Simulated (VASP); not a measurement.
Input of a VASP 6.6.1 run:

INCAR

```
PREC     = Accurate       # precision mode
ENCUT    = 520            # plane-wave cutoff, eV
EDIFF    = 1E-6           # SCF threshold, eV
ISMEAR   = -1             # smearing method
SIGMA    = 0.1            # smearing width, eV
LREAL    = F              # projectors in reciprocal space
LASPH    = T              # aspherical terms in the spheres
NELM     = 100            # most SCF steps
ALGO     = Normal         # electronic algorithm
ISIF     = 2              # what is computed and relaxed
LWAVE    = F              # write WAVECAR
LCHARG   = T              # write CHGCAR
GGA      = PS             # functional
LELF     = T              # ELF
LVHAR    = T            
NBANDS   = 12             # bands
```

KPOINTS

```
regular mesh
0
Gamma
  12 12 12
```

Contents of POSCAR:

```
P
1.0
    1.7202163173      0.9931673538      2.9388949532
   -1.7202163173      0.9931673538      2.9388949532
    0.0000000000     -1.9863347077      2.9388949532
P
2
Direct
    0.2334452131      0.2334452131      0.2334452131
    0.7665547869      0.7665547869      0.7665547869
```

Potentials or basis: VASP PAW PBE potentials, release 64 (P).

Run with:

```sh
$ cat potpaw_PBE.64/P/POTCAR > POTCAR
$ mpirun -np 1 vasp_std > vasp.out
```

Q: What does it give for the largest force?

A: 0.033 eV/Å.

Q: What does it give for the band gap on the k mesh?

A: Zero (bands 5 and 6 overlap by 1.16 eV).

Q: What does it give for the pressure?

A: 0.0 GPa.

Stress tensor (GPa, compression positive):
```
0.00 0.00 0.00
0.00 0.00 0.00
0.00 0.00 0.10
```

Caveat: the PAW data sets were made with another functional, which shifts forces and pressure a little.
